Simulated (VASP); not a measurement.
Write the native input for VASP 6.6.1 that does the following.

| Property | Result |
| --- | --- |
| Task | relaxation of cell and atoms |
| Functional | PBE |
| Potentials or basis | VASP PAW PBE potentials, release 64 (Na_pv, Nb_sv) |
| Cutoff | 600 eV |
| k mesh | 4 × 4 × 4 |
| Occupations | gaussian, width 0.1 eV |
| Spin | no spin polarisation |
| Dipole correction | no |
| Further INCAR settings | ALGO = Normal; EDIFF = 1e-07; IBRION = 2; EDIFFG = -0.04; NSW = 90; ISIF = 3 |

The structure of Na2Nb lies in POSCAR:

```
Na2Nb
1.0
    0.0000000000      3.8662135875      3.8662135875
    3.8662135875      0.0000000000      3.8662135875
    3.8662135875      3.8662135875      0.0000000000
Na Nb
4 2
Direct
    0.6250000000      0.6250000000      0.6250000000
    0.1250000000      0.6250000000      0.6250000000
    0.6250000000      0.6250000000      0.1250000000
    0.6250000000      0.1250000000      0.6250000000
    0.0000000000      0.0000000000      0.0000000000
    0.2500000000      0.2500000000      0.2500000000
```

The input as run:

INCAR

```
SYSTEM = Na2Nb
PREC = Accurate
ENCUT = 600
EDIFF = 1E-7
ISMEAR = 0
SIGMA = 0.1
LREAL = .False.
LASPH = .True.
NELM = 100
ALGO = Normal
ISIF = 3
LWAVE = .False.
LCHARG = .False.
GGA = PE
IBRION = 2
NSW = 90
EDIFFG = -0.04
```

KPOINTS

```
Automatic mesh
0
Gamma
  4 4 4
  0 0 0
```

Potentials or basis: VASP PAW PBE potentials, release 64 (Na_pv, Nb_sv).

Launch:

```bash
$ cat potpaw_PBE.64/Na_pv/POTCAR potpaw_PBE.64/Nb_sv/POTCAR > POTCAR
$ mpirun -np 1 vasp_std > vasp.out
```

Results of the run:

| Property | Result |
| --- | --- |
| Relaxed volume | 21.87 Å³/atom |
| Relaxed cell | a = 5.704 Å, b = 5.704 Å, c = 5.704 Å, α = 60.00°, β = 60.00°, γ = 60.00° |
| Space group after relaxing (to 0.1 Å) | Fd-3m (No. 227) |
| Energy gained by relaxing | 45.4 meV/atom |
| Ionic steps | 3 |
| Pressure after relaxing | -0.1 GPa |
| Band gap on the k mesh | zero (bands 27 and 28 overlap by 0.46 eV) |

Wall time 87 s on 1 thread of Intel(R) Xeon(R) 6975P-C (Granite Rapids), on a shared host, peak memory 0.34 GiB.
